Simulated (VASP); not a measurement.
# Y (Fd-3m) in VASP: further runs, part 2 of 2

VASP 6.6.1. Earlier steps stand in the parts before.

**5. Single point, PBEsol**

This run uses another cell than the first one, of 39.75 Å³/atom.

INCAR reads:

```
ALGO = Normal
EDIFF = 1E-6
ENCUT = 520
GGA = PS
ISIF = 2
ISMEAR = -1
LASPH = T
LCHARG = T
LELF = T
LREAL = F
LVHAR = T
LWAVE = F
NBANDS = 18
NELM = 100
PREC = Accurate
SIGMA = 0.08
```

KPOINTS reads:

```
k-points
0
Gamma
  10 10 10
```

POSCAR reads:

```
Y
1.0
    0.0000000000      3.4128974680      3.4128974680
    3.4128974680      0.0000000000      3.4128974680
    3.4128974680      3.4128974680      0.0000000000
Y
2
Direct
   -0.1250000000     -0.1250000000     -0.1250000000
    0.1250000000      0.1250000000      0.1250000000
```

Potentials or basis: VASP PAW PBE potentials, release 64 (Y_sv).

Run with:

```bash
$ cat potpaw_PBE.64/Y_sv/POTCAR > POTCAR
$ mpirun -np 1 vasp_std > vasp.out
```

OUTCAR:

```text
EDIFF = 1E-6
   ENCUT = 520
   GGA = PS
   ISIF = 2
   ISMEAR = -1
   LASPH = T
   LREAL = F
   NELM = 100
   PREC = Accurate

 ion  position               nearest neighbor table
   1  0.875  0.875  0.875-   2 2.96   2 2.96   2 2.96   2 2.96
   2  0.125  0.125  0.125-   1 2.96   1 2.96   1 2.96   1 2.96

  LATTYP: Found a face centered cubic cell.
 ALAT       =     6.8257949360

  Lattice vectors:

 A1 = (   0.0000000000,   3.4128974680,   3.4128974680)
 A2 = (   3.4128974680,   0.0000000000,   3.4128974680)
 A3 = (   3.4128974680,   3.4128974680,   0.0000000000)

Analysis of symmetry for initial positions (statically):
=====================================================================
 Subroutine PRICEL returns:
 Original cell was already a primitive cell.

 Routine SETGRP: Setting up the symmetry group for a
 face centered cubic supercell.

 Subroutine GETGRP returns: Found 48 space group operations
 (whereof 12 operations were pure point group operations)
 out of a pool of 48 trial point group operations.

The static configuration has the point symmetry D_3d.
 The point group associated with its full space group is O_h .

Analysis of symmetry for dynamics (positions and initial velocities):
=====================================================================
 Subroutine PRICEL returns:
 Original cell was already a primitive cell.

 Routine SETGRP: Setting up the symmetry group for a
 face centered cubic supercell.

 Subroutine GETGRP returns: Found 48 space group operations
 (whereof 12 operations were pure point group operations)
 out of a pool of 48 trial point group operations.

The dynamic configuration has the point symmetry D_3d.
 The point group associated with its full space group is O_h .

[... 110 lines left out ...]
   NUPDOWN=      -1.0000    fix difference up-down
   EMIN   =  10.00;   EMAX   =-10.00  energy-range for DOS
   EFERMI =   0.00;   METHOD = LEGACY
   ISMEAR =    -1;   SIGMA  =   0.08  broadening in eV -4-tet -1-fermi 0-gaus
   EFERMI_NEDOS =   21; number of points for ismear=-14 and -15
   IALGO  =     38    algorithm
   IMIX   =      4    mixing-type and parameters
     AMIX     =   0.40;   BMIX     =  1.00
     AMIX_MAG =   1.60;   BMIX_MAG =  1.00
  volume/ion in A,a.u.               =      39.75       268.27
  Fermi-wavevector in a.u.,A,eV,Ry     =   1.066799  2.015957 15.484240  1.138060
  Thomas-Fermi vector in A             =   2.202395
   LORBIT       =      0    0 simple, 1 ext, 2 COOP (PROOUT), +10 PAW based schemes
   GGA     = PS    functional components
   LHFCALC =     F    Hartree Fock is set to
   AEXX    =    0.0000 exact exchange contribution
   IVDW    =     0    specifies the selected vdW correction
   LEPSILON=     F    determine dielectric tensor
   LRPA    =     F    only Hartree local field effects (RPA)
 non-spin polarized calculation
  energy-cutoff  :      520.00
  volume of cell :       79.51
 maximum number of plane-waves:      2164
   NGX = 17   NGY = 17   NGZ = 17

 number of electron      22.0000001 magnetization

 Free energy of the ion-electron system (eV)
  ---------------------------------------------------
  ext. energy  EPLUGINS =         0.00000000
  ---------------------------------------------------
  free energy    TOTEN  =        -9.66954600 eV

  energy without entropy =       -9.58730869  energy(sigma->0) =       -9.62842734

 E-fermi :   1.5927     XC(G=0):  -8.6168

 val. band max:        1.5913684116   @ k =   0.4000   0.3000   0.1000
 cond. band min:       1.6066972807   @ k =   0.2000   0.1000   0.0000
 fundamental gap:      0.0153288691
 Fermi energy:         1.5926712863

 k-point     1 :       0.0000    0.0000    0.0000
  band No.  band energies     occupation
      1     -41.5219      2.00000
      2     -41.1347      2.00000
      3     -21.7863      2.00000
      4     -21.7863      2.00000
      5     -21.7863      2.00000
      6     -21.0239      2.00000
[... 481 lines left out ...]
      5     -21.5901      2.00000
      6     -21.2382      2.00000
[... 10 lines left out ...]
     17       4.4581      0.00000
     18       5.1554      0.00000

 [... further k-points ...]

------------------------ aborting loop because EDIFF is reached ----------------------------------------

  FORCE on cell =-STRESS in cart. coord.  units (eV):
  Direction    XX          YY          ZZ          XY          YZ          ZX
  --------------------------------------------------------------------------------------
  -------------------------------------------------------------------------------------
  Total        0.0050732      0.0050732      0.0050732      0.0000000     -0.0000000      0.0000000
  in kB        0.1022338      0.1022338      0.1022338      0.0000000     -0.0000000      0.0000000
  external PRESSURE =       0.1022338 kB  Pullay stress =       0.0000000 kB

 VOLUME and BASIS-vectors are now :
 -----------------------------------------------------------------------------
  energy-cutoff  :      520.00
  volume of cell :       79.51
      direct lattice vectors                 reciprocal lattice vectors
     0.000000000  3.412897468  3.412897468    -0.146503083  0.146503083  0.146503083
     3.412897468  0.000000000  3.412897468     0.146503083 -0.146503083  0.146503083
     3.412897468  3.412897468  0.000000000     0.146503083  0.146503083 -0.146503083

 POSITION                                       TOTAL-FORCE (eV/Angst)
 -----------------------------------------------------------------------------------
      5.97257      5.97257      5.97257         0.000000      0.000000      0.000000
      0.85322      0.85322      0.85322        -0.000000     -0.000000     -0.000000
 -----------------------------------------------------------------------------------
    total drift:                                0.000000      0.000000      0.000000

  FREE ENERGIE OF THE ION-ELECTRON SYSTEM (eV)
  ---------------------------------------------------
  free  energy   TOTEN  =        -9.6695459969 eV

  energy  without entropy=       -9.5873086864  energy(sigma->0) =       -9.62842734
```

stdout:

```text
POSCAR found type information on POSCAR Y
 POSCAR found :  1 types and       2 ions
 scaLAPACK will be used
 -----------------------------------------------------------------------------
|                                                                             |
|                                                                             |
|     You enforced a specific xc type in the INCAR file but a different       |
|     I HOPE YOU KNOW WHAT YOU ARE DOING!                                     |
|                                                                             |
 -----------------------------------------------------------------------------

 LDA part: xc-table for (Slater+PW92), standard interpolation
 POSCAR, INCAR and KPOINTS ok, starting setup
 FFT: planning ... GRIDC
 FFT: planning ... GRID_SOFT
 FFT: planning ... GRID
 WAVECAR not read
 entering main loop
```

Wall time 50 s (1 thread of Intel Xeon Platinum 8259CL at 2.50GHz (Skylake/Cascade Lake), shared host); peak memory 0.24 GiB.

Results:

```
Free energy            : -9.6695 eV
Pressure               : 0.0 GPa
Band gap on the k mesh : zero (bands 11 and 12 overlap by 0.63 eV)
```

Caveat: the PAW data sets were made with another functional, which shifts forces and pressure a little.

**6. Single point, PBEsol (39.75 Å³/atom)**

This run uses another cell than the first one, of 39.75 Å³/atom.

INCAR reads:

```
SYSTEM = Y
ALGO     = Normal         ! electronic algorithm
EDIFF    = 1E-6           ! SCF threshold, eV
ENCUT    = 520            ! plane-wave cutoff, eV
GGA      = PS             ! functional
ISIF     = 2              ! what is computed and relaxed
ISMEAR   = -1             ! smearing method
LASPH    = .True.         ! aspherical terms in the spheres
LCHARG   = .False.        ! write CHGCAR
LREAL    = .False.        ! projectors in reciprocal space
LWAVE    = .False.        ! write WAVECAR
NBANDS   = 18             ! bands
NELM     = 80             ! most SCF steps
PREC     = Accurate       ! precision mode
SIGMA    = 0.08           ! smearing width, eV
```

KPOINTS reads:

```
k-points
0
Gamma
  10 10 10
  0 0 0
```

POSCAR is that of step 5.

Potentials or basis: VASP PAW PBE potentials, release 64 (Y_sv).

Run with:

```bash
$ cat potpaw_PBE.64/Y_sv/POTCAR > POTCAR
$ mpirun -np 1 vasp_std > vasp.out
```

OUTCAR:

```text
SYSTEM = Y
   EDIFF = 1E-6
   ENCUT = 520
   GGA = PS
   ISIF = 2
   ISMEAR = -1
   LASPH = .True.
   LREAL = .False.
   NELM = 80
   PREC = Accurate

 ion  position               nearest neighbor table
   1  0.875  0.875  0.875-   2 2.96   2 2.96   2 2.96   2 2.96
   2  0.125  0.125  0.125-   1 2.96   1 2.96   1 2.96   1 2.96

  LATTYP: Found a face centered cubic cell.
 ALAT       =     6.8257949360

  Lattice vectors:

 A1 = (   0.0000000000,   3.4128974680,   3.4128974680)
[... 690 lines left out ...]

------------------------ aborting loop because EDIFF is reached ----------------------------------------

  FORCE on cell =-STRESS in cart. coord.  units (eV):
  Direction    XX          YY          ZZ          XY          YZ          ZX
  --------------------------------------------------------------------------------------
  -------------------------------------------------------------------------------------
  Total        0.0050732      0.0050732      0.0050732      0.0000000     -0.0000000      0.0000000
  in kB        0.1022338      0.1022338      0.1022338      0.0000000     -0.0000000      0.0000000
  external PRESSURE =       0.1022338 kB  Pullay stress =       0.0000000 kB

 VOLUME and BASIS-vectors are now :
 -----------------------------------------------------------------------------
  energy-cutoff  :      520.00
  volume of cell :       79.51
      direct lattice vectors                 reciprocal lattice vectors
     0.000000000  3.412897468  3.412897468    -0.146503083  0.146503083  0.146503083
     3.412897468  0.000000000  3.412897468     0.146503083 -0.146503083  0.146503083
     3.412897468  3.412897468  0.000000000     0.146503083  0.146503083 -0.146503083

 POSITION                                       TOTAL-FORCE (eV/Angst)
 -----------------------------------------------------------------------------------
      5.97257      5.97257      5.97257         0.000000      0.000000      0.000000
      0.85322      0.85322      0.85322        -0.000000     -0.000000     -0.000000
 -----------------------------------------------------------------------------------
    total drift:                                0.000000      0.000000      0.000000

  FREE ENERGIE OF THE ION-ELECTRON SYSTEM (eV)
  ---------------------------------------------------
  free  energy   TOTEN  =        -9.6695459969 eV

  energy  without entropy=       -9.5873086864  energy(sigma->0) =       -9.62842734
```

Run time: 50 s. Hardware: 1 thread of Intel Xeon Platinum 8259CL at 2.50GHz (Skylake/Cascade Lake), shared host; peak memory 0.24 GiB.

Results:

* Free energy: -9.6695 eV
* Pressure: 0.0 GPa
* Band gap on the k mesh: zero (bands 11 and 12 overlap by 0.63 eV)

Caveat: the PAW data sets were made with another functional, which shifts forces and pressure a little.

**7. Overview**

| cell | gap on the mesh (eV) | pressure (GPa) |
| --- | --- | --- |
| a = 4.443 Å, angles 60.0°, 2 atoms | none | 3.1 |
| a = 4.625 Å, angles 60.0°, 2 atoms | none | 1.6 |
| a = 4.827 Å, angles 60.0°, 2 atoms | none | 0.0 |

Alike in all rows: task single point; level PBEsol; potentials or basis VASP PAW PBE potentials, release 64 (Y_sv); no spin polarisation; k mesh 10 × 10 × 10; cutoff (eV) 520; smearing fermi-dirac 0.08 eV.

Caveats: the PAW data sets were made with another functional, which shifts forces and pressure a little; the cell stands under pressure (at least some runs).

Absolute energies hang on the potentials; compare differences alone.
